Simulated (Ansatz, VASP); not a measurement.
# One calculation of Pd, two programs

Contents of POSCAR:

```
Pd
1.0
    0.0000000000      1.9558504376      1.9558504376
    1.9558504376      0.0000000000      1.9558504376
    1.9558504376      1.9558504376      0.0000000000
Pd
1
Direct
    0.0000000000      0.0000000000      0.0000000000
```

INCAR.step1

```
ALGO     = Normal         # electronic algorithm
EDIFF    = 1E-4           # SCF threshold, eV
ENCUT    = 520            # plane-wave cutoff, eV
GGA      = PE             # functional
ISMEAR   = 1              # smearing method
LASPH    = T              # aspherical terms in the spheres
LCHARG   = F              # write CHGCAR
LREAL    = F              # projectors in reciprocal space
LWAVE    = T              # write WAVECAR
NBANDS   = 11             # bands
NELM     = 80             # most SCF steps
PREC     = Accurate       # precision mode
SIGMA    = 0.2            # smearing width, eV
```

File INCAR.step2:

```
ALGO     = Normal         # electronic algorithm
EDIFF    = 1E-6           # SCF threshold, eV
ENCUT    = 520            # plane-wave cutoff, eV
ISIF     = 2              # what is computed and relaxed
ISMEAR   = 1              # smearing method
ISTART   = 1            
LASPH    = T              # aspherical terms in the spheres
LCHARG   = T              # write CHGCAR
LELF     = T              # ELF
LMIXTAU  = T            
LREAL    = F              # projectors in reciprocal space
LVHAR    = T            
LWAVE    = F              # write WAVECAR
METAGGA  = R2SCAN         # meta-GGA
NBANDS   = 11             # bands
NELM     = 80             # most SCF steps
PREC     = Accurate       # precision mode
SIGMA    = 0.2            # smearing width, eV
```

File KPOINTS:

```
k-points
0
Gamma
  14 14 14
```

Input for Ansatz:

```yaml
crystal:
  lattice:
    - [0.0, 1.9558504376, 1.9558504376]
    - [1.9558504376, 0.0, 1.9558504376]
    - [1.9558504376, 1.9558504376, 0.0]
  atoms:
    - { symbol: Pd, position: [0.0, 0.0, 0.0] }
hamiltonian:
  xc: r2scan
  pseudopotentials:
    kind: paw
    azcp:
      Pd: "pseudopotentials/Pd.paw.azcp"
basis:
  ecutwfc: 500
  fft_grid_basis: typed
kpoints:
  mp_grid: { grid: [14, 14, 14], shift: [0, 0, 0] }
magnetization:
  spin_polarized: false
scf:
  occupations: { method: cold, width: 0.2 }
  lower_state_search: "off"
output:
  stress: true
  write_density: true
  write_potential: true
  elf: true
  volumetric_format: npy
```

Alike in both runs: task single point; functional r2SCAN; k mesh 14 × 14 × 14; no spin polarisation.

|  | VASP | Ansatz |
| --- | --- | --- |
| version | VASP 6.6.1 | Ansatz 0.2.0 |
| potentials or method | VASP PAW PBE potentials, release 64 (Pd), cutoff 520 eV | plane waves (500 eV) with PAW, scalar-relativistic |
| occupations | methfessel-paxton of order 1, width 0.2 eV | cold, width 0.2 eV |
| valence electrons in the cell | 10 | 18 |

```csv
,VASP,Ansatz,Ansatz less VASP
pressure (GPa),0.4,-0.3,-0.70
```

VASP's potentials were made for PBE, not for r2SCAN. VASP's potentials hold 10 valence electrons a cell and Ansatz's 18, so a difference there can come from the potentials and not from the codes.
